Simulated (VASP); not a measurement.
# TiN (Fm-3m) in VASP: further runs

The runs below take TiN through electric field gradients, with PBE.

Everything below comes from runs of VASP 6.6.1. Logs are shortened: lines on timing, memory, paths and dates and some standing lists are left out, and cuts for length are marked.

## Step 1: The cell of the first run

It takes space group Fm-3m (No. 225, cubic). Conventional cell: a = 4.187 Å, b = 4.187 Å, c = 4.187 Å, α = 90.00°, β = 90.00°, γ = 90.00°. Within 2.8 Å of Ti (site symmetry m-3m) lie 6 N at 2.09 Å. N (site symmetry m-3m) has 6 Ti at 2.09 Å within 2.8 Å.

## Step 2: Electric field gradients, PBE (volume scaled by 0.96)

INCAR reads:

```
SYSTEM = TiN
PREC = Accurate ; ENCUT = 520
EDIFF = 1E-8 ; ISMEAR = -1
SIGMA = 0.05 ; LREAL = .FALSE.
LASPH = .TRUE. ; NELM = 60
ALGO = Normal ; ISIF = 2
LWAVE = .FALSE. ; LCHARG = .FALSE.
GGA = PE ; LEFG = .TRUE.
NBANDS = 16
```

KPOINTS reads:

```
Automatic mesh
0
G
  13 13 13
  0 0 0
```

POSCAR reads:

```
TiN
1.0
    0.0000000000      2.0933208087      2.0933208087
    2.0933208087      0.0000000000      2.0933208087
    2.0933208087      2.0933208087      0.0000000000
Ti N
1 1
Direct
    0.0000000000      0.0000000000      0.0000000000
    0.5000000000      0.5000000000      0.5000000000
```

Potentials or basis: VASP PAW PBE potentials, release 64 (Ti_sv, N).

On the command line:

```console
$ cat potpaw_PBE.64/Ti_sv/POTCAR potpaw_PBE.64/N/POTCAR > POTCAR
$ mpirun -np 1 vasp_std > vasp.out
```

OUTCAR:

```text
SYSTEM = TiN
   PREC = Accurate
   ENCUT = 520
   EDIFF = 1E-8
   ISMEAR = -1
   LREAL = .FALSE.
   LASPH = .TRUE.
   NELM = 60
   ISIF = 2
   GGA = PE

 ion  position               nearest neighbor table
   1  0.000  0.000  0.000-   2 2.09   2 2.09   2 2.09   2 2.09   2 2.09   2 2.09
   2  0.500  0.500  0.500-   1 2.09   1 2.09   1 2.09   1 2.09   1 2.09   1 2.09

  LATTYP: Found a face centered cubic cell.
 ALAT       =     4.1866416174

  Lattice vectors:

 A1 = (   0.0000000000,   2.0933208087,   2.0933208087)
 A2 = (   2.0933208087,   0.0000000000,   2.0933208087)
 A3 = (   2.0933208087,   2.0933208087,   0.0000000000)

Analysis of symmetry for initial positions (statically):
=====================================================================
 Subroutine PRICEL returns:
 Original cell was already a primitive cell.

 Routine SETGRP: Setting up the symmetry group for a
 face centered cubic supercell.

 Subroutine GETGRP returns: Found 48 space group operations
 (whereof 48 operations were pure point group operations)
 out of a pool of 48 trial point group operations.

The static configuration has the point symmetry O_h .

Analysis of symmetry for dynamics (positions and initial velocities):
=====================================================================
 Subroutine PRICEL returns:
 Original cell was already a primitive cell.

 Routine SETGRP: Setting up the symmetry group for a
 face centered cubic supercell.

 Subroutine GETGRP returns: Found 48 space group operations
 (whereof 48 operations were pure point group operations)
 out of a pool of 48 trial point group operations.

The dynamic configuration has the point symmetry O_h .

 Subroutine INISYM returns: Found 48 space group operations
 (whereof 48 operations are pure point group operations),
 and found     1 'primitive' translations

----------------------------------------------------------------------------------------

                                     Primitive cell

  volume of cell :      18.3458

  direct lattice vectors                    reciprocal lattice vectors
     0.000000000  2.093320809  2.093320809    -0.238854932  0.238854932  0.238854932
     2.093320809  0.000000000  2.093320809     0.238854932 -0.238854932  0.238854932
     2.093320809  2.093320809  0.000000000     0.238854932  0.238854932 -0.238854932

  length of vectors
     2.960402678  2.960402678  2.960402678     0.413708878  0.413708878  0.413708878

  position of ions in fractional coordinates (direct lattice)
     0.000000000  0.000000000  0.000000000
     0.500000000  0.500000000  0.500000000

  ion indices of the primitive-cell ions
   primitive index   ion index
                 1           1
                 2           2

----------------------------------------------------------------------------------------

 KPOINTS: Automatic mesh

Automatic generation of k-mesh.
 Grid dimensions read from file:
 generate k-points for:   13   13   13

 Generating k-lattice:

  Cartesian coordinates                     Fractional coordinates (reciprocal lattice)
    -0.018373456  0.018373456  0.018373456     0.076923077  0.000000000  0.000000000
     0.018373456 -0.018373456  0.018373456     0.000000000  0.076923077  0.000000000
     0.018373456  0.018373456 -0.018373456     0.000000000  0.000000000  0.076923077

  Length of vectors
     0.031823760  0.031823760  0.031823760

  Shift w.r.t. Gamma in fractional coordinates (k-lattice)
     0.000000000  0.000000000  0.000000000

 Subroutine IBZKPT returns following result:
 ===========================================

 Found     84 irreducible k-points:

 Following reciprocal coordinates:
            Coordinates               Weight
  0.000000  0.000000  0.000000      1.000000
  0.076923  0.000000  0.000000      8.000000
  0.153846  0.000000  0.000000      8.000000
  0.230769  0.000000  0.000000      8.000000
  0.307692  0.000000  0.000000      8.000000
  0.384615  0.000000  0.000000      8.000000
[... 16 lines left out ...]
  0.384615  0.153846  0.000000     24.000000
  0.461538  0.153846  0.000000     24.000000
 [... further k-points ...]
   k-points           NKPTS =     84   k-points in BZ     NKDIM =     84   number of bands    NBANDS=     16
   number of dos      NEDOS =    301   number of ions     NIONS =      2
   total plane-waves  NPLWV =  13824
   dimension x,y,z NGX =    24 NGY =   24 NGZ =   24
   dimension x,y,z NGXF=    48 NGYF=   48 NGZF=   48
   ions per type =               1   1
   NGX,Y,Z   is equivalent  to a cutoff of  13.48, 13.48, 13.48 a.u.
   NGXF,Y,Z  is equivalent  to a cutoff of  26.96, 26.96, 26.96 a.u.
 SYSTEM =  TiN
   PREC   = accura    normal or accurate (medium, high low for compatibility)
   ISTART =      0    job   : 0-new  1-cont  2-samecut
   ICHARG =      2    charge: 1-file 2-atom 10-const
   ISPIN  =      1    spin polarized calculation?
   LNONCOLLINEAR =      F non collinear calculations
   LSORBIT =      F    spin-orbit coupling
   LASPH  =      T    aspherical Exc in radial PAW
   ENCUT  =  520.0 eV  38.22 Ry    6.18 a.u.   5.50  5.50  5.50*2*pi/ulx,y,z
   NELM   =     60;   NELMIN=  2; NELMDL= -5     # of ELM steps
   EDIFF  = 0.1E-07   stopping-criterion for ELM
   LREAL  =      F    real-space projection
   EDIFFG = 0.1E-06   stopping-criterion for IOM
   NSW    =      0    number of steps for IOM
   IBRION =     -1    ionic relax: 0-MD 1-quasi-New 2-CG
   NFREE  =      0    steps in history (QN), initial steepest desc. (CG)
   ISIF   =      2    stress and relaxation
   ISYM   =      2    0-nonsym 1-usesym 2-fastsym
   POTIM  = 0.5000    time-step for ionic-motion
   TEBEG  =    0.0;   TEEND  =   0.0 temperature during run
   PSTRESS=    0.0 pullay stress
   NELECT =      17.0000    total number of electrons
   NUPDOWN=      -1.0000    fix difference up-down
   EMIN   =  10.00;   EMAX   =-10.00  energy-range for DOS
   EFERMI =   0.00;   METHOD = LEGACY
   ISMEAR =    -1;   SIGMA  =   0.05  broadening in eV -4-tet -1-fermi 0-gaus
   EFERMI_NEDOS =   21; number of points for ismear=-14 and -15
   IALGO  =     38    algorithm
   IMIX   =      4    mixing-type and parameters
     AMIX     =   0.40;   BMIX     =  1.00
     AMIX_MAG =   1.60;   BMIX_MAG =  1.00
  volume/ion in A,a.u.               =       9.17        61.90
  Fermi-wavevector in a.u.,A,eV,Ry     =   1.596046  3.016089 34.658967  2.547362
  Thomas-Fermi vector in A             =   2.693870
   LORBIT       =      0    0 simple, 1 ext, 2 COOP (PROOUT), +10 PAW based schemes
   GGA     = PE    functional components
   LHFCALC =     F    Hartree Fock is set to
   AEXX    =    0.0000 exact exchange contribution
   IVDW    =     0    specifies the selected vdW correction
   LEPSILON=     F    determine dielectric tensor
   LRPA    =     F    only Hartree local field effects (RPA)
 non-spin polarized calculation
  energy-cutoff  :      520.00
  volume of cell :       18.35
 maximum number of plane-waves:       531
 NGX is ok and might be reduce to    24
   NGX = 11   NGY = 11   NGZ = 11

 number of electron      16.9999997 magnetization

 Free energy of the ion-electron system (eV)
  ---------------------------------------------------
  ext. energy  EPLUGINS =         0.00000000
  ---------------------------------------------------
  free energy    TOTEN  =       -19.60731749 eV

  energy without entropy =      -19.60075174  energy(sigma->0) =      -19.60403462

 E-fermi :  12.0269     XC(G=0): -13.2380

 val. band max:       11.9231304688   @ k =  -0.0769   0.0769   0.0000
 cond. band min:      12.0425945489   @ k =  -0.1538   0.1538   0.0000
 fundamental gap:      0.1194640801
 Fermi energy:        12.0269458889

 k-point     1 :       0.0000    0.0000    0.0000
  band No.  band energies     occupation
      1     -45.8236      2.00000
      2     -21.7725      2.00000
      3     -21.7725      2.00000
      4     -21.7725      2.00000
      5      -5.3575      2.00000
      6       9.8910      2.00000
[... 8 lines left out ...]
     15      25.2831      0.00000
     16      32.2756      0.00000

 k-point     2 :       0.0769    0.0000    0.0000
  band No.  band energies     occupation
      1     -45.8171      2.00000
      2     -21.8175      2.00000
      3     -21.7761      2.00000
      4     -21.7761      2.00000
      5      -5.2343      2.00000
      6       9.2326      2.00000
[... 8 lines left out ...]
     15      25.3928      0.00000
     16      32.1141      0.00000

 k-point     3 :       0.1538    0.0000    0.0000
  band No.  band energies     occupation
      1     -45.7989      2.00000
      2     -21.9406      2.00000
      3     -21.7861      2.00000
      4     -21.7861      2.00000
      5      -4.8831      2.00000
      6       7.9805      2.00000
[... 8 lines left out ...]
     15      25.4818      0.00000
     16      31.4949      0.00000

 k-point     4 :       0.2308    0.0000    0.0000
  band No.  band energies     occupation
      1     -45.7732      2.00000
      2     -22.1100      2.00000
      3     -21.8002      2.00000
      4     -21.8002      2.00000
      5      -4.3568      2.00000
      6       6.6204      2.00000
[... 8 lines left out ...]
     15      25.2801      0.00000
     16      30.3452      0.00000

 k-point     5 :       0.3077    0.0000    0.0000
  band No.  band energies     occupation
      1     -45.7458      2.00000
      2     -22.2852      2.00000
      3     -21.8150      2.00000
      4     -21.8150      2.00000
      5      -3.7395      2.00000
      6       5.3523      2.00000
[... 8 lines left out ...]
     15      25.2449      0.00000
     16      28.9490      0.00000

 k-point     6 :       0.3846    0.0000    0.0000
  band No.  band energies     occupation
      1     -45.7229      2.00000
      2     -22.4270      2.00000
      3     -21.8273      2.00000
      4     -21.8273      2.00000
      5      -3.1548      2.00000
      6       4.3322      2.00000
[... 8 lines left out ...]
     15      25.7164      0.00000
     16      27.7189      0.00000
[... 267 lines left out ...]
 k-point    21 :       0.2308    0.1538    0.0000
  band No.  band energies     occupation
      1     -45.7715      2.00000
      2     -22.0340      2.00000
      3     -21.8464      2.00000
      4     -21.8387      2.00000
      5      -4.4566      2.00000
      6       6.3438      2.00000
[... 8 lines left out ...]
     15      25.8553      0.00000
     16      30.1072      0.00000

 k-point    22 :       0.3077    0.1538    0.0000
  band No.  band energies     occupation
      1     -45.7472      2.00000
      2     -22.1768      2.00000
      3     -21.8656      2.00000
      4     -21.8566      2.00000
      5      -4.0179      2.00000
      6       5.6596      2.00000
[... 8 lines left out ...]
     15      25.5096      0.00000
     16      28.8454      0.00000

 k-point    23 :       0.3846    0.1538    0.0000
  band No.  band energies     occupation
      1     -45.7234      2.00000
      2     -22.3125      2.00000
      3     -21.8830      2.00000
      4     -21.8766      2.00000
      5      -3.5467      2.00000
      6       5.0308      2.00000
[... 8 lines left out ...]
     15      25.3514      0.00000
     16      27.6650      0.00000

 k-point    24 :       0.4615    0.1538    0.0000
  band No.  band energies     occupation
      1     -45.7056      2.00000
      2     -22.4105      2.00000
      3     -21.9127      2.00000
      4     -21.8768      2.00000
      5      -3.1476      2.00000
      6       4.4997      2.00000
[... 8 lines left out ...]
     15      25.5874      0.00000
     16      26.7894      0.00000

 [... further k-points ...]
[... 5 lines left out ...]
  --------------------------------------------------------------------------------------
  -------------------------------------------------------------------------------------
  Total        1.5431723      1.5431723      1.5431723     -0.0000000      0.0000000     -0.0000000
  in kB      134.7682609    134.7682609    134.7682609     -0.0000000      0.0000000     -0.0000000
  external PRESSURE =     134.7682609 kB  Pullay stress =       0.0000000 kB

 VOLUME and BASIS-vectors are now :
 -----------------------------------------------------------------------------
  energy-cutoff  :      520.00
  volume of cell :       18.35
      direct lattice vectors                 reciprocal lattice vectors
     0.000000000  2.093320809  2.093320809    -0.238854932  0.238854932  0.238854932
     2.093320809  0.000000000  2.093320809     0.238854932 -0.238854932  0.238854932
     2.093320809  2.093320809  0.000000000     0.238854932  0.238854932 -0.238854932

 POSITION                                       TOTAL-FORCE (eV/Angst)
 -----------------------------------------------------------------------------------
      0.00000      0.00000      0.00000        -0.000000      0.000000      0.000000
      2.09332      2.09332      2.09332         0.000000     -0.000000     -0.000000
 -----------------------------------------------------------------------------------
    total drift:                                0.000000     -0.000000     -0.000000

  FREE ENERGIE OF THE ION-ELECTRON SYSTEM (eV)
  ---------------------------------------------------
  free  energy   TOTEN  =       -19.6073174934 eV

  energy  without entropy=      -19.6007517442  energy(sigma->0) =      -19.60403462

 Electric field gradients (V/A^2)
---------------------------------------------------------------------
 ion       V_xx      V_yy      V_zz      V_xy      V_xz      V_yz
---------------------------------------------------------------------
   1      -0.000    -0.000     0.000     0.001     0.001     0.001
   2       0.000    -0.000     0.000    -0.001    -0.001    -0.001
---------------------------------------------------------------------

 Electric field gradients after diagonalization (V/A^2)
 (convention: |V_zz| > |V_xx| > |V_yy|)
----------------------------------------------------------------------
 ion       V_xx      V_yy      V_zz     asymmetry (V_yy - V_xx)/ V_zz
----------------------------------------------------------------------
   1      -0.001    -0.001     0.002       0.000
   2       0.001     0.001    -0.002       0.000
----------------------------------------------------------------------

           NMR quadrupolar parameters

 Cq : quadrupolar parameter    Cq=e*Q*V_zz/h
 eta: asymmetry parameters     (V_yy - V_xx)/ V_zz
 Q  : nuclear electric quadrupole moment in mb (millibarn)
----------------------------------------------------------------------
 ion       Cq(MHz)       eta       Q (mb)
----------------------------------------------------------------------
   1       0.000       0.000       1.000
   2      -0.000       0.000       1.000
----------------------------------------------------------------------
```

It took 40 s on 1 thread of Intel Xeon 8259CL, shared host; peak memory 0.15 GiB.

Results:

| Item | Value |
| --- | --- |
| Free energy | -19.6073 eV |
| Pressure | 13.5 GPa |

Caveat: without QUAD_EFG the Cq values of the log hold for a quadrupole moment of 1 mb, not for the nuclei.

## Step 3: Electric field gradients, PBE (volume scaled by 0.96)

INCAR reads:

```
PREC = Accurate
ENCUT = 520
EDIFF = 1E-8
ISMEAR = -1
SIGMA = 0.05
LREAL = F
LASPH = T
NELM = 80
ALGO = Normal
ISIF = 2
LWAVE = F
LCHARG = F
GGA = PE
LEFG = T
NBANDS = 16
```

KPOINTS reads:

```
regular mesh
0
Gamma
  13 13 13
```

POSCAR is that of step 2.

Potentials or basis: VASP PAW PBE potentials, release 64 (Ti_sv, N).

On the command line:

```console
$ cat potpaw_PBE.64/Ti_sv/POTCAR potpaw_PBE.64/N/POTCAR > POTCAR
$ mpirun -np 1 vasp_std > vasp.out
```

OUTCAR:

```text
PREC = Accurate
   ENCUT = 520
   EDIFF = 1E-8
   ISMEAR = -1
   LREAL = F
   LASPH = T
   NELM = 80
   ISIF = 2
   GGA = PE

 ion  position               nearest neighbor table
   1  0.000  0.000  0.000-   2 2.09   2 2.09   2 2.09   2 2.09   2 2.09   2 2.09
   2  0.500  0.500  0.500-   1 2.09   1 2.09   1 2.09   1 2.09   1 2.09   1 2.09

  LATTYP: Found a face centered cubic cell.
 ALAT       =     4.1866416174

  Lattice vectors:

 A1 = (   0.0000000000,   2.0933208087,   2.0933208087)
 A2 = (   2.0933208087,   0.0000000000,   2.0933208087)
[... 668 lines left out ...]
  ---------------------------------------------------
  free  energy   TOTEN  =       -19.6073174934 eV

  energy  without entropy=      -19.6007517442  energy(sigma->0) =      -19.60403462

 Electric field gradients (V/A^2)
---------------------------------------------------------------------
 ion       V_xx      V_yy      V_zz      V_xy      V_xz      V_yz
---------------------------------------------------------------------
   1      -0.000    -0.000     0.000     0.001     0.001     0.001
   2       0.000    -0.000     0.000    -0.001    -0.001    -0.001
---------------------------------------------------------------------

 Electric field gradients after diagonalization (V/A^2)
 (convention: |V_zz| > |V_xx| > |V_yy|)
----------------------------------------------------------------------
 ion       V_xx      V_yy      V_zz     asymmetry (V_yy - V_xx)/ V_zz
----------------------------------------------------------------------
   1      -0.001    -0.001     0.002       0.000
   2       0.001     0.001    -0.002       0.000
----------------------------------------------------------------------

           NMR quadrupolar parameters

 Cq : quadrupolar parameter    Cq=e*Q*V_zz/h
 eta: asymmetry parameters     (V_yy - V_xx)/ V_zz
 Q  : nuclear electric quadrupole moment in mb (millibarn)
----------------------------------------------------------------------
 ion       Cq(MHz)       eta       Q (mb)
----------------------------------------------------------------------
   1       0.000       0.000       1.000
   2      -0.000       0.000       1.000
----------------------------------------------------------------------
```

It took 54 s on 1 thread of Intel Xeon 8259CL, shared host; peak memory 0.15 GiB.

Results:

* Free energy: -19.6073 eV
* Pressure: 13.5 GPa

Levels at points of the mesh, in eV from the Fermi level:
```
           k point  band 5  band 6  band 7  band 8  band 9  band 10  band 11  band 12  band 13  band 14
(0.00, 0.00, 0.00)  -17.38   -2.14   -2.14   -2.14   -0.69    -0.69    -0.69     0.58     0.58     5.82
```

Caveat: without QUAD_EFG the Cq values of the log hold for a quadrupole moment of 1 mb, not for the nuclei.

(Part 1 of 2 ends here.)
